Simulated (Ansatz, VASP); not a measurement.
One calculation of PbS, two programs

```
CELL_PARAMETERS angstrom
4.92332 0.00000 0.00000
-2.46166 4.26372 0.00000
0.00000 0.00000 5.91485
ATOMIC_POSITIONS crystal
Pb 0.33333 0.66667 0.25000
Pb 0.66667 0.33333 0.75000
S 0.66667 0.33333 0.25000
S 0.33333 0.66667 0.75000
```

Alike in both runs: task single point; functional PBE; k mesh 6 × 6 × 4; no spin polarisation.

```csv
,VASP,Ansatz
version,VASP 6.6.1,Ansatz 0.2.0
potentials or method,"VASP PAW PBE potentials, release 64 (Pb_d, S)","plane waves, PAW"
plane-wave cutoff (eV),520,420
occupations,"gaussian, width 0.01 eV",fixed
valence electrons in the cell,40,40
```

|  | VASP | Ansatz | Ansatz less VASP |
| --- | --- | --- | --- |
| gap on the k mesh at the Fermi level (eV) | 1.36 | 1.35 | -0.006 |
| pressure (GPa) | 2.8 | 2.9 | +0.06 |
| traceless stress, the component that is largest in VASP (GPa) | 0.15 | 0.16 | +0.003 |

Spin-orbit coupling is off throughout.
